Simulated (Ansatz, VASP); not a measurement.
**Al2O3: VASP beside Ansatz**

Contents of INCAR:

```
SYSTEM = Al2O3
PREC     = Accurate       ! precision mode
ENCUT    = 520            ! plane-wave cutoff, eV
EDIFF    = 1E-7           ! SCF threshold, eV
ISMEAR   = 0              ! smearing method
SIGMA    = 0.05           ! smearing width, eV
LREAL    = .FALSE.        ! projectors in reciprocal space
LASPH    = .TRUE.         ! aspherical terms in the spheres
NELM     = 100            ! most SCF steps
ALGO     = Normal         ! electronic algorithm
ISIF     = 2              ! what is computed and relaxed
LWAVE    = .FALSE.        ! write WAVECAR
LCHARG   = .FALSE.        ! write CHGCAR
GGA      = CA             ! functional
NBANDS   = 20             ! bands
```

File KPOINTS:

```
regular mesh
0
G
  12 12 4
  0 0 0
```

POSCAR

```
Al2O3
1.0
    2.7142536954      0.0000000000      0.0000000000
   -1.3571268477      2.3506126525      0.0000000000
    0.0000000000      0.0000000000     10.5434668076
Al O
2 3
Direct
    0.0000000000      0.0000000000      0.1499923300
    0.0000000000      0.0000000000      0.8500076700
    0.3333333333      0.6666666667      0.2223169200
    0.6666666667      0.3333333333      0.0000000000
    0.3333333333      0.6666666667      0.7776830800
```

Input for Ansatz:

```yaml
crystal:
  lattice:
    - [2.7142536954, 0.0, 0.0]
    - [-1.3571268477, 2.3506126525, 0.0]
    - [0.0, 0.0, 10.5434668076]
  atoms:
    - { symbol: Al, position: [0.0, 0.0, 0.14999233] }
    - { symbol: Al, position: [0.0, 0.0, 0.85000767] }
    - { symbol: O, position: [0.3333333333, 0.6666666667, 0.22231692] }
    - { symbol: O, position: [0.6666666667, 0.3333333333, 0.0] }
    - { symbol: O, position: [0.3333333333, 0.6666666667, 0.77768308] }
basis:
  ecutwfc: 420
kpoints:
  mp_grid: { grid: [12, 12, 4] }
hamiltonian:
  xc: lda
scf:
  occupations: { method: gaussian, width: 0.05 }
output:
  forces: true
  stress: true
  eigenvalues: true
```

Alike in both runs: task single point; functional LDA; k mesh 12 × 12 × 4; occupations gaussian, width 0.05 eV; no spin polarisation.

|  | VASP | Ansatz |
| --- | --- | --- |
| version | VASP 6.6.1 | Ansatz 0.2.0 |
| potentials or method | VASP PAW LDA potentials, release 64 (Al, O), cutoff 520 eV | scalar-relativistic, plane waves, PAW |
| valence electrons in the cell | 24 | 24 |

|  | VASP | Ansatz | Ansatz less VASP |
| --- | --- | --- | --- |
| gap on the k mesh at the Fermi level (eV) | 4.24 | 4.22 | -0.020 |
| least direct gap on the mesh (eV) | 4.24 | 4.22 | -0.020 |
| pressure (GPa) | 4.0 | 3.1 | -0.89 |
| traceless stress, the component that is largest in VASP (GPa) | -30.30 | -29.70 | +0.599 |
| rms of the force components (eV/Å) | 0.901 | 0.894 | -0.0071 |

LDA's correlation is that of Perdew and Zunger in VASP and of Perdew and Wang (1992) in Ansatz. Atom by atom the forces differ by 0.030 eV/Å (rms over components).
